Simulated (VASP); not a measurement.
## MgBe4Cu: single point with LDA

Crystal: MgBe4Cu.

```
CELL_PARAMETERS angstrom
0.00000 3.12374 3.12374
3.12374 0.00000 3.12374
3.12374 3.12374 0.00000
ATOMIC_POSITIONS crystal
Mg 0.00000 0.00000 0.00000
Be 0.37645 0.37645 0.37645
Be 0.87066 0.37645 0.37645
Be 0.37645 0.37645 0.87066
Be 0.37645 0.87066 0.37645
Cu 0.75000 0.75000 0.75000
```

* Program: VASP 6.6.1
* Task: single point
* Functional: LDA
* Potentials or basis: VASP PAW LDA potentials, release 64 (Mg, Be, Cu)
* Cutoff: 600 eV
* k mesh: 5 × 5 × 5
* Occupations: methfessel-paxton, width 0.1 eV
* Spin: no spin polarisation

The pressure is -6.2 GPa and the largest force is 0.064 eV/Å.

Forces on the atoms (eV/Å):
```
Mg   0.000  0.000  0.000
Be   0.037  0.037  0.037
Be   0.037 -0.037 -0.037
Be  -0.037 -0.037  0.037
Be  -0.037  0.037 -0.037
Cu   0.000  0.000  0.000
```

Levels at points of the mesh, in eV from the Fermi level:
| k point | band 8 | band 9 | band 10 | band 11 | band 12 | band 13 |
| --- | --- | --- | --- | --- | --- | --- |
| (0.00, 0.00, 0.00) | -1.09 | -1.09 | -1.09 | 2.40 | 2.40 | 2.46 |

Run time: 19 s on 1 thread of Intel(R) Xeon(R) Platinum 8488C (Sapphire Rapids) (shared host), peak memory 0.18 GiB.
